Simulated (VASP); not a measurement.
Set up this calculation in VASP 6.6.1, as the native input.

| Property | Result |
| --- | --- |
| Task | single point |
| Functional | r2SCAN |
| Potentials or basis | VASP PAW PBE potentials, release 64 (Sr_sv) |
| Cutoff | 520 eV |
| k mesh | 12 × 12 × 8 |
| Occupations | gaussian, width 0.15 eV |
| Spin | no spin polarisation |
| Dipole correction | no |
| Further INCAR settings | ALGO = Normal; EDIFF = 1e-06; NBANDS = 17 |

Sr:

```xyz
2
Lattice="4.3100 0.0000 0.0000 -2.1550 3.7326 0.0000 0.0000 0.0000 6.4860" Properties=species:S:1:pos:R:3 pbc="T T T"
Sr    0.0000    2.4884    1.6215
Sr    2.1550    1.2442    4.8645
```

This cell differs from its parent crystal: strain +0.000 along x and y, -0.080 along z.

One way to write it, as run:

POSCAR

```
Sr
1.0
    4.3100002207      0.0000000000      0.0000000000
   -2.1550001104      3.7325696814      0.0000000000
    0.0000000000      0.0000000000      6.4860000000
Sr
2
Direct
    0.3333333333      0.6666666667      0.2500000000
    0.6666666667      0.3333333333      0.7500000000
```

INCAR.step1

```
SYSTEM = Sr
PREC     = Accurate       ! precision mode
ENCUT    = 520            ! plane-wave cutoff, eV
ISMEAR   = 0              ! smearing method
SIGMA    = 0.15           ! smearing width, eV
LREAL    = .False.        ! projectors in reciprocal space
LASPH    = .True.         ! aspherical terms in the spheres
NELM     = 60             ! most SCF steps
NBANDS   = 17             ! bands
GGA      = PE             ! functional
ALGO     = Normal         ! electronic algorithm
EDIFF    = 1E-4           ! SCF threshold, eV
LWAVE    = .True.         ! write WAVECAR
LCHARG   = .False.        ! write CHGCAR
```

INCAR.step2

```
SYSTEM = Sr
PREC     = Accurate       ! precision mode
ENCUT    = 520            ! plane-wave cutoff, eV
EDIFF    = 1E-6           ! SCF threshold, eV
ISMEAR   = 0              ! smearing method
SIGMA    = 0.15           ! smearing width, eV
LREAL    = .False.        ! projectors in reciprocal space
LASPH    = .True.         ! aspherical terms in the spheres
NELM     = 60             ! most SCF steps
ALGO     = Normal         ! electronic algorithm
ISIF     = 2              ! what is computed and relaxed
LWAVE    = .False.        ! write WAVECAR
LCHARG   = .True.         ! write CHGCAR
METAGGA  = R2SCAN         ! meta-GGA
LMIXTAU  = .True.       
LELF     = .True.         ! ELF
LVHAR    = .True.       
NBANDS   = 17             ! bands
ISTART   = 1
```

KPOINTS

```
Automatic mesh
0
Gamma
  12 12 8
  0 0 0
```

Potentials or basis: VASP PAW PBE potentials, release 64 (Sr_sv).

Run with:

```console
$ cat potpaw_PBE.64/Sr_sv/POTCAR > POTCAR
$ cp INCAR.step1 INCAR
$ mpirun -np 1 vasp_std > vasp.out
$ cp INCAR.step2 INCAR
$ mpirun -np 1 vasp_std > vasp.out
```

Results of the run:

* Pressure: 1.3 GPa
* Band gap on the k mesh: zero (bands 10 and 11 overlap by 0.45 eV)

Caveat: the cell differs from its parent crystal (strain +0.000 along x and y, -0.080 along z); the PAW data sets were made with another functional, which shifts forces and pressure a little.

It took 4.5 min on 1 thread of Intel(R) Xeon(R) 6975P-C (Granite Rapids) (shared host), peak memory 0.31 GiB.
